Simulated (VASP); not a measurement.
A run of VASP 6.6.1 is set up as follows.

Contents of POSCAR:

```
Si2W
1.0
   -1.6284987950      1.6284987950      3.9452376631
    1.6284987950     -1.6284987950      3.9452376631
    1.6284987950      1.6284987950     -3.9452376631
Si W
2 1
Direct
    0.3355354570      0.3355354570      0.0000000000
    0.6644645430      0.6644645430      0.0000000000
    0.0000000000      0.0000000000      0.0000000000
```

The input INCAR.step1:

```
SYSTEM = Si2W
PREC = Accurate ; ENCUT = 520
ISMEAR = 0 ; SIGMA = 0.05
LREAL = .FALSE. ; LASPH = .TRUE.
NELM = 80 ; NBANDS = 18
GGA = PE ; ALGO = Normal
EDIFF = 1E-4 ; LWAVE = .TRUE.
LCHARG = .FALSE.
```

The input INCAR.step2:

```
SYSTEM = Si2W
PREC = Accurate ; ENCUT = 520
EDIFF = 1E-6 ; ISMEAR = 0
SIGMA = 0.05 ; LREAL = .FALSE.
LASPH = .TRUE. ; NELM = 80
ALGO = Normal ; ISIF = 2
LWAVE = .FALSE. ; LCHARG = .FALSE.
METAGGA = R2SCAN ; LMIXTAU = .TRUE.
NBANDS = 18 ; ISTART = 1
```

KPOINTS

```
Automatic mesh
0
G
  18 18 18
  0 0 0
```

Potentials or basis: VASP PAW PBE potentials, release 64 (Si, W_sv).

Launch:

```bash
$ cat potpaw_PBE.64/Si/POTCAR potpaw_PBE.64/W_sv/POTCAR > POTCAR
$ cp INCAR.step1 INCAR
$ mpirun -np 1 vasp_std > vasp.out
$ cp INCAR.step2 INCAR
$ mpirun -np 1 vasp_std > vasp.out
```

(1) Predict the largest force.

(2) Estimate the band gap on the k mesh.

(3) What does it give for the pressure?

Results:

(1) 0.006 eV/Å.

(2) zero (bands 11 and 12 overlap by 1.20 eV).

(3) -8.1 GPa.

Caveat: the cell stands under tension; the PAW data sets were made with another functional, which shifts forces and pressure a little; spin-orbit coupling is left out, which moves the levels of the heavy elements.
